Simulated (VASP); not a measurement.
## Zr: single point with r2SCAN

Crystal: Zr.

```
Zr
1.0
     3.23200    0.00000    0.00000
    -1.61600    2.79899    0.00000
     0.00000    0.00000    5.14700
Zr
2
Direct
  0.33333 0.66667 0.25000
  0.66667 0.33333 0.75000
```

```json
{
  "Program": "VASP 6.6.1",
  "Task": "single point",
  "Functional": "r2SCAN",
  "Potentials or basis": "VASP PAW PBE potentials, release 64 (Zr_sv)",
  "Cutoff": "520 eV",
  "k mesh": "18 × 18 × 10",
  "Occupations": "gaussian, width 0.15 eV",
  "Spin": "no spin polarisation",
  "Dipole correction": "no",
  "Further INCAR settings": "ALGO = Normal; EDIFF = 1e-07; NBANDS = 19"
}
```

| Quantity | Value |
| --- | --- |
| Pressure | 0.9 GPa |
| Band gap on the k mesh | zero (bands 12 and 13 overlap by 1.31 eV) |

Stress tensor (GPa, compression positive):
```
1.00 0.00 0.00
0.00 1.00 0.00
0.00 0.00 0.76
```

Levels at points of the mesh, in eV from the Fermi level:
```csv
k point,band 10,band 11,band 12,band 13,band 14,band 15
"(0.00, 0.00, 0.00)",-3.20,0.98,0.98,1.03,1.14,1.72
"(0.50, 0.00, 0.00)",-2.65,-2.26,-0.37,0.69,0.85,1.59
"(0.00, 0.00, 0.50)",-4.21,0.02,0.02,0.89,0.89,0.89
"(0.50, 0.00, 0.50)",-3.01,-1.09,-1.09,1.58,1.58,2.42
```

Run time: 11 min on 1 thread of Intel(R) Xeon(R) Platinum 8259CL CPU @ 2.50GHz (Skylake/Cascade Lake), on a shared host, peak memory 0.28 GiB.

Caveat: the PAW data sets were made with another functional, which shifts forces and pressure a little.
